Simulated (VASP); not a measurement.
# Pd (I4/mmm) in VASP: notebook

Pd is run at these levels: PBE; tasks: single point.

All numbers are computed with VASP 6.6.1; they aren't measurements. Logs are shortened: lines on timing, memory, paths and dates and some standing lists are left out, and cuts for length are marked.

## (1) The cell of the first run

Symmetry: I4/mmm, No. 139, tetragonal system. Conventional cell: a = 2.544 Å, b = 2.544 Å, c = 3.890 Å, α = 90.00°, β = 90.00°, γ = 90.00°. Within 3.4 Å of Pd (site symmetry 4/mmm) lie 12 Pd at 2.54 to 2.65 Å.

## (2) Single point, PBE (strain -0.0750 x Voigt [1, 1, 0, 0, 0, 0])

Input file INCAR:

```
PREC = Accurate
ENCUT = 500
EDIFF = 1E-6
ISMEAR = 0
SIGMA = 0.15
LREAL = False
LASPH = True
NELM = 120
ALGO = Normal
ISIF = 2
LWAVE = False
LCHARG = False
GGA = PE
NBANDS = 11
GGA_COMPAT = False
```

Input file KPOINTS:

```
Automatic mesh
0
Gamma
  8 8 8
```

Input file POSCAR:

```
Pd
1.0
    0.0000000000      1.7990325000      1.9449000000
    1.7990325000      0.0000000000      1.9449000000
    1.7990325000      1.7990325000      0.0000000000
Pd
1
Direct
    0.0000000000      0.0000000000      0.0000000000
```

Potentials or basis: VASP PAW PBE potentials, release 64 (Pd).

Run with:

```sh
> cat potpaw_PBE.64/Pd/POTCAR > POTCAR
> mpirun -np 1 vasp_std > vasp.out
```

OUTCAR:

```text
PREC = Accurate
   ENCUT = 500
   EDIFF = 1E-6
   ISMEAR = 0
   LREAL = False
   LASPH = True
   NELM = 120
   ISIF = 2
   GGA = PE

 ion  position               nearest neighbor table
   1  0.000  0.000  0.000-

  LATTYP: Found a body centered tetragonal cell.
 ALAT       =     2.5442161606
 C/A-ratio  =     1.5288795269

  Lattice vectors:

 A1 = (  -1.7990325000,   0.0000000000,   1.9449000000)
 A2 = (   1.7990325000,   0.0000000000,   1.9449000000)
 A3 = (   0.0000000000,   1.7990325000,  -1.9449000000)

Analysis of symmetry for initial positions (statically):
=====================================================================
 Subroutine PRICEL returns:
 Original cell was already a primitive cell.

 Routine SETGRP: Setting up the symmetry group for a
 body centered tetragonal supercell.

 Subroutine GETGRP returns: Found 16 space group operations
 (whereof 16 operations were pure point group operations)
 out of a pool of 16 trial point group operations.

The static configuration has the point symmetry D_4h.

Analysis of symmetry for dynamics (positions and initial velocities):
=====================================================================
 Subroutine PRICEL returns:
 Original cell was already a primitive cell.

 Routine SETGRP: Setting up the symmetry group for a
 body centered tetragonal supercell.

 Subroutine GETGRP returns: Found 16 space group operations
 (whereof 16 operations were pure point group operations)
 out of a pool of 16 trial point group operations.

The dynamic configuration has the point symmetry D_4h.

 Subroutine INISYM returns: Found 16 space group operations
 (whereof 16 operations are pure point group operations),
 and found     1 'primitive' translations

----------------------------------------------------------------------------------------

                                     Primitive cell

  volume of cell :      12.5894

  direct lattice vectors                    reciprocal lattice vectors
     0.000000000  1.799032500  1.944900000    -0.277927164  0.277927164  0.257082626
     1.799032500  0.000000000  1.944900000     0.277927164 -0.277927164  0.257082626
     1.799032500  1.799032500  0.000000000     0.277927164  0.277927164 -0.257082626

  length of vectors
     2.649368594  2.649368594  2.544216161     0.469657847  0.469657847  0.469657847

  position of ions in fractional coordinates (direct lattice)
     0.000000000  0.000000000  0.000000000

  ion indices of the primitive-cell ions
   primitive index   ion index
                 1           1

----------------------------------------------------------------------------------------

 KPOINTS: Automatic mesh

Automatic generation of k-mesh.
 Grid dimensions read from file:
 generate k-points for:    8    8    8

 Generating k-lattice:

  Cartesian coordinates                     Fractional coordinates (reciprocal lattice)
    -0.034740895  0.034740895  0.032135328     0.125000000  0.000000000  0.000000000
     0.034740895 -0.034740895  0.032135328     0.000000000  0.125000000  0.000000000
     0.034740895  0.034740895 -0.032135328     0.000000000  0.000000000  0.125000000

  Length of vectors
     0.058707231  0.058707231  0.058707231

  Shift w.r.t. Gamma in fractional coordinates (k-lattice)
     0.000000000  0.000000000  0.000000000

 Subroutine IBZKPT returns following result:
 ===========================================

 Found     59 irreducible k-points:

 Following reciprocal coordinates:
            Coordinates               Weight
  0.000000  0.000000  0.000000      1.000000
  0.125000  0.000000  0.000000      8.000000
  0.250000  0.000000  0.000000      8.000000
  0.375000  0.000000  0.000000      8.000000
  0.500000  0.000000  0.000000      4.000000
  0.125000  0.125000  0.000000      2.000000
[... 16 lines left out ...]
  0.250000  0.000000  0.125000     16.000000
  0.375000  0.000000  0.125000     16.000000
 [... further k-points ...]
   k-points           NKPTS =     59   k-points in BZ     NKDIM =     59   number of bands    NBANDS=     11
   number of dos      NEDOS =    301   number of ions     NIONS =      1
   total plane-waves  NPLWV =   8000
   dimension x,y,z NGX =    20 NGY =   20 NGZ =   20
   dimension x,y,z NGXF=    40 NGYF=   40 NGZF=   40
   ions per type =               1
   NGX,Y,Z   is equivalent  to a cutoff of  12.55, 12.55, 13.07 a.u.
   NGXF,Y,Z  is equivalent  to a cutoff of  25.10, 25.10, 26.14 a.u.
 SYSTEM =  unknown system
   PREC   = accura    normal or accurate (medium, high low for compatibility)
   ISTART =      0    job   : 0-new  1-cont  2-samecut
   ICHARG =      2    charge: 1-file 2-atom 10-const
   ISPIN  =      1    spin polarized calculation?
   LNONCOLLINEAR =      F non collinear calculations
   LSORBIT =      F    spin-orbit coupling
   LASPH  =      T    aspherical Exc in radial PAW
   ENCUT  =  500.0 eV  36.75 Ry    6.06 a.u.   4.83  4.83  4.64*2*pi/ulx,y,z
   NELM   =    120;   NELMIN=  2; NELMDL= -5     # of ELM steps
   EDIFF  = 0.1E-05   stopping-criterion for ELM
   LREAL  =      F    real-space projection
   EDIFFG = 0.1E-04   stopping-criterion for IOM
   NSW    =      0    number of steps for IOM
   IBRION =     -1    ionic relax: 0-MD 1-quasi-New 2-CG
   NFREE  =      0    steps in history (QN), initial steepest desc. (CG)
   ISIF   =      2    stress and relaxation
   ISYM   =      2    0-nonsym 1-usesym 2-fastsym
   POTIM  = 0.5000    time-step for ionic-motion
   TEBEG  =    0.0;   TEEND  =   0.0 temperature during run
   PSTRESS=    0.0 pullay stress
   NELECT =      10.0000    total number of electrons
   NUPDOWN=      -1.0000    fix difference up-down
   EMIN   =  10.00;   EMAX   =-10.00  energy-range for DOS
   EFERMI =   0.00;   METHOD = LEGACY
   ISMEAR =     0;   SIGMA  =   0.15  broadening in eV -4-tet -1-fermi 0-gaus
   EFERMI_NEDOS =   21; number of points for ismear=-14 and -15
   IALGO  =     38    algorithm
   IMIX   =      4    mixing-type and parameters
     AMIX     =   0.40;   BMIX     =  1.00
     AMIX_MAG =   1.60;   BMIX_MAG =  1.00
  volume/ion in A,a.u.               =      12.59        84.96
  Fermi-wavevector in a.u.,A,eV,Ry     =   1.516141  2.865092 31.275509  2.298685
  Thomas-Fermi vector in A             =   2.625571
   LORBIT       =      0    0 simple, 1 ext, 2 COOP (PROOUT), +10 PAW based schemes
   GGA     = PE    functional components
   LHFCALC =     F    Hartree Fock is set to
   AEXX    =    0.0000 exact exchange contribution
   IVDW    =     0    specifies the selected vdW correction
   LEPSILON=     F    determine dielectric tensor
   LRPA    =     F    only Hartree local field effects (RPA)
 non-spin polarized calculation
 Gauss-broadening in eV      SIGMA  =   0.15
  energy-cutoff  :      500.00
  volume of cell :       12.59
 maximum number of plane-waves:       336
   NGX =  9   NGY =  9   NGZ =  9

 number of electron      10.0000001 magnetization

 Free energy of the ion-electron system (eV)
  ---------------------------------------------------
  ext. energy  EPLUGINS =         0.00000000
  ---------------------------------------------------
  free energy    TOTEN  =        -4.79204441 eV

  energy without entropy =       -4.77323405  energy(sigma->0) =       -4.78263923

 E-fermi :  12.8280     XC(G=0): -14.1923

 val. band max:       12.7833423863   @ k =   0.5000   0.0000   0.5000
 cond. band min:      12.8340911253   @ k =  -0.1250   0.5000   0.3750
 fundamental gap:      0.0507487390
 Fermi energy:        12.8280317287

 k-point     1 :       0.0000    0.0000    0.0000
  band No.  band energies     occupation
      1       4.2797      2.00000
      2       8.4784      2.00000
      3       9.4371      2.00000
      4       9.4371      2.00000
      5      10.6176      2.00000
      6      11.6505      2.00000
      7      29.9570      0.00000
      8      34.0022      0.00000
      9      36.3727      0.00000
     10      36.3727      0.00000
     11      38.3552      0.00000

 k-point     2 :       0.1250    0.0000    0.0000
  band No.  band energies     occupation
      1       4.9088      2.00000
      2       8.5816      2.00000
      3       9.2971      2.00000
      4       9.6580      2.00000
      5      10.6184      2.00000
      6      11.4791      2.00000
      7      30.7226      0.00000
      8      32.6851      0.00000
      9      35.6996      0.00000
     10      37.2692      0.00000
     11      38.3780      0.00000

 k-point     3 :       0.2500    0.0000    0.0000
  band No.  band energies     occupation
      1       6.1058      2.00000
      2       8.9767      2.00000
      3       9.1263      2.00000
      4       9.8826      2.00000
      5      11.1960      2.00000
      6      11.4853      2.00000
      7      28.5950      0.00000
      8      31.3233      0.00000
      9      37.6728      0.00000
     10      38.3510      0.00000
     11      39.0470      0.00000

 k-point     4 :       0.3750    0.0000    0.0000
  band No.  band energies     occupation
      1       6.2111      2.00000
      2       8.7361      2.00000
      3       9.6110      2.00000
      4      11.4019      2.00000
      5      12.1587      2.00000
      6      12.3413      2.00000
      7      24.1700      0.00000
      8      29.8365      0.00000
      9      36.2946      0.00000
     10      37.3378      0.00000
     11      38.3664      0.00000
[... 239 lines left out ...]
 k-point    22 :       0.1250    0.0000    0.1250
  band No.  band energies     occupation
      1       5.1627      2.00000
      2       8.8583      2.00000
      3       9.0052      2.00000
      4       9.7678      2.00000
      5      10.6532      2.00000
      6      11.3245      2.00000
      7      31.1037      0.00000
      8      33.9050      0.00000
      9      34.1650      0.00000
     10      36.1702      0.00000
     11      38.3790      0.00000

 k-point    23 :       0.2500    0.0000    0.1250
  band No.  band energies     occupation
      1       6.2981      2.00000
      2       8.3668      2.00000
      3       9.4053      2.00000
      4       9.9755      2.00000
      5      10.9341      2.00000
      6      11.5637      2.00000
      7      30.2947      0.00000
      8      32.0814      0.00000
      9      34.6395      0.00000
     10      36.7242      0.00000
     11      38.3492      0.00000

 k-point    24 :       0.3750    0.0000    0.1250
  band No.  band energies     occupation
      1       6.6866      2.00000
      2       8.9832      2.00000
      3       9.2102      2.00000
      4       9.7252      2.00000
      5      12.4283      1.99984
      6      12.9382      0.29899
      7      25.7501      0.00000
      8      30.9156      0.00000
      9      34.0951      0.00000
     10      36.3876      0.00000
     11      38.3974      0.00000

 [... further k-points ...]
[... 5 lines left out ...]
  --------------------------------------------------------------------------------------
  -------------------------------------------------------------------------------------
  Total        4.7477396      4.7477396      4.0513866      0.0000000      0.0000000      0.0000000
  in kB      604.2159429    604.2159429    515.5953398      0.0000000      0.0000000      0.0000000
  external PRESSURE =     574.6757419 kB  Pullay stress =       0.0000000 kB

 VOLUME and BASIS-vectors are now :
 -----------------------------------------------------------------------------
  energy-cutoff  :      500.00
  volume of cell :       12.59
      direct lattice vectors                 reciprocal lattice vectors
     0.000000000  1.799032500  1.944900000    -0.277927164  0.277927164  0.257082626
     1.799032500  0.000000000  1.944900000     0.277927164 -0.277927164  0.257082626
     1.799032500  1.799032500  0.000000000     0.277927164  0.277927164 -0.257082626

 POSITION                                       TOTAL-FORCE (eV/Angst)
 -----------------------------------------------------------------------------------
      0.00000      0.00000      0.00000         0.000000      0.000000      0.000000
 -----------------------------------------------------------------------------------
    total drift:                                0.000000      0.000000      0.000000

  FREE ENERGIE OF THE ION-ELECTRON SYSTEM (eV)
  ---------------------------------------------------
  free  energy   TOTEN  =        -4.7920444098 eV

  energy  without entropy=       -4.7732340456  energy(sigma->0) =       -4.78263923
```

Run time: 11 s. Hardware: 1 thread of Intel Xeon 8259CL, shared host; peak memory 0.13 GiB.

Results:

- Free energy: -4.7920 eV
- Pressure: 57.5 GPa
- Band gap on the k mesh: zero (band 5 reaches 13.54 eV, above the bottom of band 6 at 11.32 eV)

Levels at points of the mesh, in eV from the Fermi level:
| k point | band 2 | band 3 | band 4 | band 5 | band 6 | band 7 | band 8 | band 9 |
| --- | --- | --- | --- | --- | --- | --- | --- | --- |
| (0.00, 0.00, 0.00) | -4.35 | -3.39 | -3.39 | -2.21 | -1.18 | 17.13 | 21.17 | 23.54 |
| (0.50, 0.00, 0.00) | -4.24 | -3.39 | -0.27 | 0.10 | 0.58 | 8.68 | 16.27 | 21.99 |
| (0.50, 0.50, 0.00) | -6.65 | -0.07 | 0.29 | 0.29 | 2.16 | 10.98 | 15.03 | 15.03 |
| (0.50, 0.00, 0.50) | -6.59 | -0.19 | -0.04 | 0.71 | 3.87 | 13.13 | 13.25 | 13.92 |

Caveat: the k points lie up to 0.37 Å⁻¹ apart; the cell differs from its parent crystal (strain -0.0750 x Voigt [1, 1, 0, 0, 0, 0]).

(Continued in part 2 of 2.)
